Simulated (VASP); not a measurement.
Runs of VASP 6.6.1 on Eu. The structure is that of space group Im-3m (No. 229), or close to it. The cells are those of the table. 

```tsv
cell	gap on the mesh (eV)	pressure (GPa)	moment (μB)
a = 3.845 Å, angles 109.5°, 1 atom	none	-0.8	7.25
a = 3.744 Å, angles 109.5°, 1 atom	none	(c)	(a)
a = 3.691 Å, angles 109.5°, 1 atom	none	1.1	7.21
a = 3.795 Å, angles 109.5°, 1 atom	none	(b)	7.23
```

Alike in all rows: task single point; level PBE; potentials or basis VASP PAW PBE potentials, release 64 (Eu); spin collinear, ferromagnetic start; k mesh 14 × 14 × 14; cutoff (eV) 520; smearing gaussian 0.05 eV.

Task: Estimate the missing entries.

Result: (a) 7.22; (b) -0.3; (c) 0.2.

Caveats: spin-orbit coupling is left out, which moves the levels of the heavy elements; semilocal functionals describe open f shells poorly, which spoils levels, moments and volumes.

A k mesh can miss the band edges, and the runs leave out spin-orbit coupling on Eu.

A gap of «none» marks levels without a gap at the run's occupations.
